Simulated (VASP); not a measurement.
TiAl: single point with PBEsol

The system is TiAl.

```xyz
2
Lattice="2.9045 0.0000 0.0000 -1.4523 2.5154 0.0000 0.0000 0.0000 4.2497" Properties=species:S:1:pos:R:3 pbc="T T T"
Ti    0.0000    0.0000    0.0000
Al    0.0000    1.6769    2.1248
```

```yaml
Program: VASP 6.6.1
Task: single point
Functional: PBEsol
Potentials_or_basis: VASP PAW PBE potentials, release 64 (Ti_sv, Al)
Cutoff: 520 eV
k_mesh: 18 × 18 × 10
Occupations: gaussian, width 0.15 eV
Spin: no spin polarisation
```

```json
{
 "Pressure": "7.8 GPa"
}
```

Stress tensor (GPa, compression positive):
```
 2.70  0.00  0.00
 0.00  2.70  0.00
 0.00  0.00 17.91
```

Levels at points of the mesh, in eV from the Fermi level:
| k point | band 4 | band 5 | band 6 | band 7 | band 8 | band 9 | band 10 | band 11 | band 12 | band 13 |
| --- | --- | --- | --- | --- | --- | --- | --- | --- | --- | --- |
| (0.00, 0.00, 0.00) | -32.21 | -9.03 | -2.01 | -0.83 | 1.25 | 1.25 | 2.64 | 2.64 | 5.63 | 12.29 |
| (0.50, 0.00, 0.00) | -32.33 | -4.03 | -3.05 | -1.53 | -0.95 | 1.94 | 3.92 | 4.62 | 4.99 | 6.33 |
| (0.00, 0.00, 0.50) | -32.21 | -7.73 | -5.20 | 0.13 | 1.28 | 1.28 | 2.46 | 2.46 | 8.79 | 12.56 |
| (0.50, 0.00, 0.50) | -32.33 | -3.98 | -2.27 | -1.91 | 0.50 | 1.23 | 1.55 | 3.92 | 4.06 | 6.73 |

Run time: 33 s on 1 thread of Intel(R) Xeon(R) 6975P-C (Granite Rapids) (shared host), peak memory 0.22 GiB.

Caveat: the PAW data sets were made with another functional, which shifts forces and pressure a little.
